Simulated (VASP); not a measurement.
Wanted: the native input for a VASP 6.6.1 run.

- Task: relaxation of cell and atoms
- Functional: PBEsol
- Potentials or basis: VASP PAW PBE potentials, release 64 (Ti_sv)
- Cutoff: 600 eV
- k mesh: 7 × 7 × 9
- Occupations: fermi-dirac, width 0.05 eV
- Spin: no spin polarisation
- Dipole correction: no
- Further INCAR settings: ALGO = Normal; EDIFF = 1e-06; IBRION = 2; EDIFFG = -0.01; NSW = 60; ISIF = 3

The structure of Ti lies in POSCAR:

```
Ti
1.0
    4.5673748306      0.0000000000      0.0000000000
   -2.2836874153      3.9554626319      0.0000000000
    0.0000000000      0.0000000000      2.8262442700
Ti
3
Direct
    0.6666666667      0.3333333333      0.5000000000
    0.3333333333      0.6666666667      0.5000000000
    0.0000000000      0.0000000000      0.0000000000
```

This isn't the form of Ti at room conditions, which is hcp.

One way to write it, as run:

INCAR

```
ALGO = Normal
EDIFF = 1E-6
EDIFFG = -0.01
ENCUT = 600
GGA = PS
IBRION = 2
ISIF = 3
ISMEAR = -1
LASPH = T
LCHARG = F
LREAL = F
LWAVE = F
NELM = 60
NSW = 60
PREC = Accurate
SIGMA = 0.05
```

KPOINTS

```
k-points
0
Gamma
  7 7 9
```

Potentials or basis: VASP PAW PBE potentials, release 64 (Ti_sv).

Run with:

```bash
$ cat potpaw_PBE.64/Ti_sv/POTCAR > POTCAR
$ mpirun -np 1 vasp_std > vasp.out
```

Results of the run:

```json
{"Relaxed volume": "16.44 Å³/atom", "Relaxed cell": "a = 4.513 Å, b = 4.513 Å, c = 2.797 Å, α = 90.00°, β = 90.00°, γ = 120.00°", "Space group after relaxing (to 0.1 Å)": "P6/mmm (No. 191)", "Energy gained by relaxing": "7.4 meV/atom", "Ionic steps": "6", "Pressure after relaxing": "-0.1 GPa", "Band gap on the k mesh": "zero (bands 18 and 19 overlap by 0.30 eV)"}
```

Caveat: the PAW data sets were made with another functional, which shifts forces and pressure a little.

Run time: 3.5 min on 1 thread of Intel(R) Xeon(R) Platinum 8259CL CPU @ 2.50GHz (Skylake/Cascade Lake) (shared host), peak memory 0.2 GiB.
